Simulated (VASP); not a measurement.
# Tc (P6_3/mmc) in VASP: a series of runs

The runs below take Tc through relaxation of cell and atoms, with PBEsol.

Program: VASP 6.6.1. These are calculated values, not measurements. Logs are shortened: lines on timing, memory, paths and dates and some standing lists are left out, and cuts for length are marked.

**1. The cell of the first run**

Symmetry: P6_3/mmc, No. 194, hexagonal system. The conventional cell has a = 2.740 Å, b = 2.740 Å, c = 4.398 Å, α = 90.00°, β = 90.00°, γ = 120.00°. Tc (site symmetry -6m2) has 12 Tc at 2.71 to 2.74 Å within 3.6 Å.

**2. Relaxation of cell and atoms, PBEsol, target pressure 2 GPa, at which the enthalpy is minimised**

INCAR reads:

```
PREC = Accurate
ENCUT = 600
EDIFF = 1E-7
ISMEAR = -1
SIGMA = 0.05
LREAL = False
LASPH = True
NELM = 60
ALGO = Normal
ISIF = 3
LWAVE = False
LCHARG = False
GGA = PS
IBRION = 2
NSW = 60
EDIFFG = -0.01
PSTRESS = 20.0
```

KPOINTS reads:

```
Automatic mesh
0
Gamma
  11 11 6
```

POSCAR reads:

```
Tc
1.0
    2.7400000000      0.0000000000      0.0000000000
   -1.3700000000      2.3729096064      0.0000000000
    0.0000000000      0.0000000000      4.3980000000
Tc
2
Direct
    0.6666666667      0.3333333333      0.7500000000
    0.3333333333      0.6666666667      0.2500000000
```

Potentials or basis: VASP PAW PBE potentials, release 64 (Tc_pv).

Run with:

```sh
> cat potpaw_PBE.64/Tc_pv/POTCAR > POTCAR
> mpirun -np 1 vasp_std > vasp.out
```

OUTCAR:

```text
PREC = Accurate
   ENCUT = 600
   EDIFF = 1E-7
   ISMEAR = -1
   LREAL = False
   LASPH = True
   NELM = 60
   ISIF = 3
   GGA = PS
   IBRION = 2
   NSW = 60
   EDIFFG = -0.01
   PSTRESS = 20.0

 ion  position               nearest neighbor table
   1  0.667  0.333  0.750-   2 2.71   2 2.71   2 2.71   2 2.71   2 2.71   2 2.71
   2  0.333  0.667  0.250-   1 2.71   1 2.71   1 2.71   1 2.71   1 2.71   1 2.71

  LATTYP: Found a hexagonal cell.
 ALAT       =     2.7400000000
 C/A-ratio  =     1.6051094891

  Lattice vectors:

 A1 = (   2.7400000000,   0.0000000000,   0.0000000000)
 A2 = (  -1.3700000000,   2.3729096064,   0.0000000000)
 A3 = (   0.0000000000,   0.0000000000,   4.3980000000)

Analysis of symmetry for initial positions (statically):
=====================================================================
 Subroutine PRICEL returns:
 Original cell was already a primitive cell.

 Routine SETGRP: Setting up the symmetry group for a
 hexagonal supercell.

 Subroutine GETGRP returns: Found 24 space group operations
 (whereof 12 operations were pure point group operations)
 out of a pool of 24 trial point group operations.

The static configuration has the point symmetry D_3d.
 The point group associated with its full space group is D_6h.

Analysis of symmetry for dynamics (positions and initial velocities):
=====================================================================
 Subroutine PRICEL returns:
 Original cell was already a primitive cell.

 Routine SETGRP: Setting up the symmetry group for a
 hexagonal supercell.

 Subroutine GETGRP returns: Found 24 space group operations
 (whereof 12 operations were pure point group operations)
 out of a pool of 24 trial point group operations.

The dynamic configuration has the point symmetry D_3d.
 The point group associated with its full space group is D_6h.

 Subroutine INISYM returns: Found 24 space group operations
 (whereof 12 operations are pure point group operations),
 and found     1 'primitive' translations

----------------------------------------------------------------------------------------

                                     Primitive cell

  volume of cell :      28.5948

  direct lattice vectors                    reciprocal lattice vectors
     2.740000000  0.000000000  0.000000000     0.364963504  0.210711777  0.000000000
    -1.370000000  2.372909606  0.000000000     0.000000000  0.421423554  0.000000000
     0.000000000  0.000000000  4.398000000     0.000000000  0.000000000  0.227376080

  length of vectors
     2.740000000  2.740000000  4.398000000     0.421423554  0.421423554  0.227376080

  position of ions in fractional coordinates (direct lattice)
     0.666666667  0.333333333  0.750000000
     0.333333333  0.666666667  0.250000000

  ion indices of the primitive-cell ions
   primitive index   ion index
                 1           1
                 2           2

----------------------------------------------------------------------------------------

 KPOINTS: Automatic mesh

Automatic generation of k-mesh.
 Grid dimensions read from file:
 generate k-points for:   11   11    6

 Generating k-lattice:

  Cartesian coordinates                     Fractional coordinates (reciprocal lattice)
     0.033178500  0.019155616  0.000000000     0.090909091  0.000000000  0.000000000
     0.000000000  0.038311232  0.000000000     0.000000000  0.090909091  0.000000000
     0.000000000  0.000000000  0.037896013     0.000000000  0.000000000  0.166666667

  Length of vectors
     0.038311232  0.038311232  0.037896013

  Shift w.r.t. Gamma in fractional coordinates (k-lattice)
     0.000000000  0.000000000  0.000000000

 Subroutine IBZKPT returns following result:
 ===========================================

 Found     64 irreducible k-points:

 Following reciprocal coordinates:
            Coordinates               Weight
  0.000000  0.000000  0.000000      1.000000
  0.090909 -0.000000  0.000000      6.000000
  0.181818  0.000000  0.000000      6.000000
  0.272727  0.000000  0.000000      6.000000
  0.363636  0.000000  0.000000      6.000000
  0.454545  0.000000  0.000000      6.000000
[... 16 lines left out ...]
  0.090909  0.090909  0.166667     12.000000
  0.181818  0.090909  0.166667     24.000000
 [... further k-points ...]
   k-points           NKPTS =     64   k-points in BZ     NKDIM =     64   number of bands    NBANDS=     17
   number of dos      NEDOS =    301   number of ions     NIONS =      2
   total plane-waves  NPLWV =  20736
   dimension x,y,z NGX =    24 NGY =   24 NGZ =   36
   dimension x,y,z NGXF=    48 NGYF=   48 NGZF=   72
   ions per type =               2
   NGX,Y,Z   is equivalent  to a cutoff of  14.56, 14.56, 13.61 a.u.
   NGXF,Y,Z  is equivalent  to a cutoff of  29.12, 29.12, 27.22 a.u.
 SYSTEM =  unknown system
   PREC   = accura    normal or accurate (medium, high low for compatibility)
   ISTART =      0    job   : 0-new  1-cont  2-samecut
   ICHARG =      2    charge: 1-file 2-atom 10-const
   ISPIN  =      1    spin polarized calculation?
   LNONCOLLINEAR =      F non collinear calculations
   LSORBIT =      F    spin-orbit coupling
   LASPH  =      T    aspherical Exc in radial PAW
   ENCUT  =  600.0 eV  44.10 Ry    6.64 a.u.   5.47  5.47  8.78*2*pi/ulx,y,z
   NELM   =     60;   NELMIN=  2; NELMDL= -5     # of ELM steps
   EDIFF  = 0.1E-06   stopping-criterion for ELM
   LREAL  =      F    real-space projection
   EDIFFG = -.1E-01   stopping-criterion for IOM
   NSW    =     60    number of steps for IOM
   IBRION =      2    ionic relax: 0-MD 1-quasi-New 2-CG
   NFREE  =      1    steps in history (QN), initial steepest desc. (CG)
   ISIF   =      3    stress and relaxation
   ISYM   =      2    0-nonsym 1-usesym 2-fastsym
   POTIM  = 0.5000    time-step for ionic-motion
   TEBEG  =    0.0;   TEEND  =   0.0 temperature during run
   PSTRESS=   20.0 pullay stress
   NELECT =      26.0000    total number of electrons
   NUPDOWN=      -1.0000    fix difference up-down
   EMIN   =  10.00;   EMAX   =-10.00  energy-range for DOS
   EFERMI =   0.00;   METHOD = LEGACY
   ISMEAR =    -1;   SIGMA  =   0.05  broadening in eV -4-tet -1-fermi 0-gaus
   EFERMI_NEDOS =   21; number of points for ismear=-14 and -15
   IALGO  =     38    algorithm
   IMIX   =      4    mixing-type and parameters
     AMIX     =   0.40;   BMIX     =  1.00
     AMIX_MAG =   1.60;   BMIX_MAG =  1.00
  volume/ion in A,a.u.               =      14.30        96.48
  Fermi-wavevector in a.u.,A,eV,Ry     =   1.586002  2.997108 34.224109  2.515401
  Thomas-Fermi vector in A             =   2.685380
   LORBIT       =      0    0 simple, 1 ext, 2 COOP (PROOUT), +10 PAW based schemes
   GGA     = PS    functional components
   LHFCALC =     F    Hartree Fock is set to
   AEXX    =    0.0000 exact exchange contribution
   IVDW    =     0    specifies the selected vdW correction
   LEPSILON=     F    determine dielectric tensor
   LRPA    =     F    only Hartree local field effects (RPA)
 conjugate gradient relaxation of ions
 non-spin polarized calculation
  energy-cutoff  :      600.00
  volume of cell :       28.59
 maximum number of plane-waves:       977
 NGX is ok and might be reduce to    24
   NGX = 11   NGY = 11   NGZ = 17

--------------------------------------- Ionic step        1  -------------------------------------------

 number of electron      26.0000001 magnetization

 Free energy of the ion-electron system (eV)
  ---------------------------------------------------
  ext. energy  EPLUGINS =         0.00000000
  ---------------------------------------------------
  free energy    TOTEN  =       -22.52843903 eV

  energy without entropy =      -22.51167593  energy(sigma->0) =      -22.52005748

------------------------ aborting loop because EDIFF is reached ----------------------------------------

  FORCE on cell =-STRESS in cart. coord.  units (eV):
  Direction    XX          YY          ZZ          XY          YZ          ZX
  --------------------------------------------------------------------------------------
  -------------------------------------------------------------------------------------
  Total       -1.2596912     -1.2596912     -1.2797115     -0.0000000     -0.0000000      0.0000000
  in kB      -70.5809832    -70.5809832    -71.7027276     -0.0000000     -0.0000000      0.0000000
  external PRESSURE =     -90.9548980 kB  Pullay stress =      20.0000000 kB

 VOLUME and BASIS-vectors are now :
 -----------------------------------------------------------------------------
  energy-cutoff  :      600.00
  volume of cell :       28.59
      direct lattice vectors                 reciprocal lattice vectors
     2.740000000  0.000000000  0.000000000     0.364963504  0.210711777  0.000000000
    -1.370000000  2.372909606  0.000000000     0.000000000  0.421423554  0.000000000
     0.000000000  0.000000000  4.398000000     0.000000000  0.000000000  0.227376080
[... 84 lines left out ...]
  FREE ENERGIE OF THE ION-ELECTRON SYSTEM (eV)
  ---------------------------------------------------
  free  energy   TOTEN  =       -22.5422941089 eV

  energy  without entropy=      -22.5258753067  energy(sigma->0) =      -22.53408471

  enthalpy is  TOTEN    =       -22.1950813529 eV   P V=        0.3472127560

--------------------------------------- Ionic step        4  -------------------------------------------

 number of electron      26.0000002 magnetization

 Free energy of the ion-electron system (eV)
  ---------------------------------------------------
  ext. energy  EPLUGINS =         0.00000000
  ---------------------------------------------------
  free energy    TOTEN  =       -22.54199110 eV

  energy without entropy =      -22.52558332  energy(sigma->0) =      -22.53378721

 E-fermi :  13.0079     XC(G=0): -14.1160

 val. band max:       12.9951346388   @ k =   0.0909   0.0909   0.0000
 cond. band min:      13.0104142853   @ k =   0.3636   0.2727   0.5000
 fundamental gap:      0.0152796465
 Fermi energy:        13.0079031887

 k-point     1 :       0.0000    0.0000    0.0000
  band No.  band energies     occupation
      1     -26.4500      2.00000
      2     -25.2287      2.00000
      3     -25.2287      2.00000
      4     -25.0247      2.00000
      5     -25.0247      2.00000
      6     -24.9788      2.00000
[... 9 lines left out ...]
     16      14.7404      0.00000
     17      15.6735      0.00000
[... 441 lines left out ...]
 k-point    24 :       0.1818    0.0909    0.1667
  band No.  band energies     occupation
      1     -26.1780      2.00000
      2     -25.6530      2.00000
      3     -25.5897      2.00000
      4     -25.3601      2.00000
      5     -25.1519      2.00000
      6     -25.1057      2.00000
[... 9 lines left out ...]
     16      14.0550      0.00000
     17      16.0301      0.00000

 [... further k-points ...]
[... 5 lines left out ...]
  --------------------------------------------------------------------------------------
  -------------------------------------------------------------------------------------
  Total        0.3422864      0.3422864      0.3354935      0.0000000      0.0000000     -0.0000000
  in kB       19.7354564     19.7354564     19.3437904      0.0000000      0.0000000     -0.0000000
  external PRESSURE =      -0.3950989 kB  Pullay stress =      20.0000000 kB

 VOLUME and BASIS-vectors are now :
 -----------------------------------------------------------------------------
  energy-cutoff  :      600.00
  volume of cell :       27.79
      direct lattice vectors                 reciprocal lattice vectors
     2.714082525 -0.000000000  0.000000000     0.368448634  0.212723918  0.000000000
    -1.357041262  2.350464414  0.000000000     0.000000000  0.425447837  0.000000000
     0.000000000 -0.000000000  4.355884440    -0.000000000 -0.000000000  0.229574502

 POSITION                                       TOTAL-FORCE (eV/Angst)
 -----------------------------------------------------------------------------------
      1.35704      0.78349      3.26691         0.000000      0.000000      0.000000
     -0.00000      1.56698      1.08897        -0.000000     -0.000000      0.000000
 -----------------------------------------------------------------------------------
    total drift:                               -0.000000      0.000000     -0.000000

  FREE ENERGIE OF THE ION-ELECTRON SYSTEM (eV)
  ---------------------------------------------------
  free  energy   TOTEN  =       -22.5419910969 eV

  energy  without entropy=      -22.5255833243  energy(sigma->0) =      -22.53378721

  enthalpy is  TOTEN    =       -22.1951165030 eV   P V=        0.3468745939

 reached required accuracy - stopping structural energy minimisation
```

Run time: 83 s. Hardware: 1 thread of Intel Xeon 6975P-C, shared host; peak memory 0.18 GiB.

Results:

| Property | Result |
| --- | --- |
| Free energy | -22.5420 eV |
| Relaxed volume | 13.89 Å³/atom |
| Relaxed cell | a = 2.714 Å, b = 2.714 Å, c = 4.356 Å, α = 90.00°, β = 90.00°, γ = 120.00° |
| Space group after relaxing (to 0.05 Å) | P6_3/mmc (No. 194) |
| Energy change on relaxing (the enthalpy is what falls) | -6.8 meV/atom |
| Ionic steps | 4 |
| Pressure after relaxing | 2.0 GPa |
| Band gap on the k mesh | zero (band 13 reaches 14.51 eV, above the bottom of band 14 at 11.26 eV) |

The path:
```
step  energy change (eV)  largest force (eV/Å)  pressure (GPa)  volume (Å³)
   1              0.0000                0.0000           -7.10        28.59
   2              0.2772                0.0000           39.45        25.37
   3             -0.0139                0.0000            1.63        27.81
   4             -0.0136                0.0000            1.96        27.79
```

Final structure:
```
Tc
1.0
     2.71408    0.00000    0.00000
    -1.35704    2.35046    0.00000
     0.00000    0.00000    4.35588
Tc
2
Direct
  0.66667 0.33333 0.75000
  0.33333 0.66667 0.25000
```

Caveat: the cell is relaxed towards a set pressure, so the enthalpy falls and the energy may rise; the PAW data sets were made with another functional, which shifts forces and pressure a little.

**3. Relaxation of cell and atoms, PBEsol, target pressure 5 GPa, at which the enthalpy is minimised**

INCAR reads:

```
ALGO     = Normal         # electronic algorithm
EDIFF    = 1E-6           # SCF threshold, eV
EDIFFG   = -0.01          # ionic threshold
ENCUT    = 600            # plane-wave cutoff, eV
GGA      = PS             # functional
IBRION   = 2              # ionic algorithm
ISIF     = 3              # what is computed and relaxed
ISMEAR   = -1             # smearing method
LASPH    = True           # aspherical terms in the spheres
LCHARG   = False          # write CHGCAR
LREAL    = False          # projectors in reciprocal space
LWAVE    = False          # write WAVECAR
NELM     = 80             # most SCF steps
NSW      = 60             # ionic steps
PREC     = Accurate       # precision mode
PSTRESS  = 50.0         
SIGMA    = 0.05           # smearing width, eV
```

KPOINTS reads:

```
k-points
0
Gamma
  11 11 6
```

POSCAR is that of step 2.

Potentials or basis: VASP PAW PBE potentials, release 64 (Tc_pv).

Run with:

```sh
> cat potpaw_PBE.64/Tc_pv/POTCAR > POTCAR
> mpirun -np 1 vasp_std > vasp.out
```

Wall time 62 s (1 thread of Intel Xeon 6975P-C, shared host); peak memory 0.18 GiB.

Results (log left out):

- Free energy: -22.5368 eV
- Relaxed volume: 13.77 Å³/atom
- Relaxed cell: a = 2.706 Å, b = 2.706 Å, c = 4.343 Å, α = 90.00°, β = 90.00°, γ = 120.00°
- Space group after relaxing (to 0.05 Å): P6_3/mmc (No. 194)
- Energy change on relaxing (the enthalpy is what falls): -4.2 meV/atom
- Ionic steps: 4
- Pressure after relaxing: 4.9 GPa
- Band gap on the k mesh: zero (band 13 reaches 14.68 eV, above the bottom of band 14 at 11.38 eV)

Step by step:
| step | energy change (eV) | largest force (eV/Å) | pressure (GPa) | volume (Å³) |
| --- | --- | --- | --- | --- |
| 1 | 0.0000 | 0.0000 | -7.10 | 28.59 |
| 2 | 0.5914 | 0.0000 | 61.11 | 24.36 |
| 3 | -0.0098 | 0.0000 | 4.27 | 27.60 |
| 4 | -0.0084 | 0.0000 | 4.92 | 27.55 |

Final structure:
```
CELL_PARAMETERS angstrom
2.70625 0.00000 0.00000
-1.35312 2.34368 0.00000
0.00000 0.00000 4.34323
ATOMIC_POSITIONS crystal
Tc 0.66667 0.33333 0.75000
Tc 0.33333 0.66667 0.25000
```

Levels at points of the mesh, in eV from the Fermi level:
```csv
k point,band 11,band 12,band 13,band 14,band 15,band 16
"(0.00, 0.00, 0.00)",-1.57,-0.88,-0.88,-0.12,-0.12,1.76
"(0.00, 0.00, 0.50)",-1.78,-1.78,-1.78,-1.78,1.99,1.99
```

Caveat: the cell is relaxed towards a set pressure, so the enthalpy falls and the energy may rise; the PAW data sets were made with another functional, which shifts forces and pressure a little.

**4. Relaxation of cell and atoms, PBEsol, target pressure 10 GPa, at which the enthalpy is minimised**

INCAR reads:

```
ALGO     = Fast           # electronic algorithm
EDIFF    = 1E-6           # SCF threshold, eV
EDIFFG   = -0.01          # ionic threshold
ENCUT    = 600            # plane-wave cutoff, eV
GGA      = PS             # functional
IBRION   = 2              # ionic algorithm
ISIF     = 3              # what is computed and relaxed
ISMEAR   = -1             # smearing method
LASPH    = T              # aspherical terms in the spheres
LCHARG   = F              # write CHGCAR
LREAL    = F              # projectors in reciprocal space
LWAVE    = F              # write WAVECAR
NELM     = 80             # most SCF steps
NSW      = 60             # ionic steps
PREC     = Accurate       # precision mode
PSTRESS  = 100.0        
SIGMA    = 0.05           # smearing width, eV
```

KPOINTS is that of step 3.

POSCAR is that of step 3.

Run with:

```sh
> cat potpaw_PBE.64/Tc_pv/POTCAR > POTCAR
> mpirun -np 1 vasp_std > vasp.out
```

It took 99 s on 1 thread of Intel Xeon 6975P-C, shared host; peak memory 0.18 GiB.

Results (log left out):

- Free energy: -22.5187 eV
- Relaxed volume: 13.58 Å³/atom
- Relaxed cell: a = 2.693 Å, b = 2.693 Å, c = 4.323 Å, α = 90.00°, β = 90.00°, γ = 120.00°
- Space group after relaxing (to 0.05 Å): P6_3/mmc (No. 194)
- Energy change on relaxing (the enthalpy is what falls): +4.9 meV/atom
- Ionic steps: 5
- Pressure after relaxing: 10.1 GPa
- Band gap on the k mesh: zero (band 13 reaches 14.96 eV, above the bottom of band 14 at 11.60 eV)

Step by step:
| step | energy change (eV) | largest force (eV/Å) | pressure (GPa) | volume (Å³) |
| --- | --- | --- | --- | --- |
| 1 | 0.0000 | 0.0000 | -7.08 | 28.59 |
| 2 | 1.4225 | 0.0000 | 106.25 | 22.74 |
| 3 | 0.0032 | 0.0000 | 8.57 | 27.27 |
| 4 | 0.0080 | 0.0000 | 9.70 | 27.19 |
| 5 | 0.0097 | 0.0000 | 10.09 | 27.16 |

Final structure:
```cif
data_structure
_symmetry_space_group_name_H-M 'P 1'
_symmetry_Int_Tables_number 1
_cell_length_a 2.6934
_cell_length_b 2.6934
_cell_length_c 4.3228
_cell_angle_alpha 90.000
_cell_angle_beta 90.000
_cell_angle_gamma 120.000
_cell_volume 27.16
loop_
_atom_site_label
_atom_site_type_symbol
_atom_site_fract_x
_atom_site_fract_y
_atom_site_fract_z
_atom_site_occupancy
Tc1 Tc 0.66667 0.33333 0.75000 1
Tc2 Tc 0.33333 0.66667 0.25000 1
```

Levels at points of the mesh, in eV from the Fermi level:
| k point | band 9 | band 10 | band 11 | band 12 | band 13 | band 14 | band 15 | band 16 | band 17 |
| --- | --- | --- | --- | --- | --- | --- | --- | --- | --- |
| (0.00, 0.00, 0.00) | -1.68 | -1.68 | -1.61 | -0.90 | -0.90 | -0.13 | -0.13 | 1.81 | 2.75 |
| (0.00, 0.00, 0.50) | -1.99 | -1.99 | -1.82 | -1.82 | -1.82 | -1.82 | 2.03 | 2.03 | 2.03 |

Caveat: the cell is relaxed towards a set pressure, so the enthalpy falls and the energy may rise; the PAW data sets were made with another functional, which shifts forces and pressure a little.

(Part 1 of 2 ends here.)
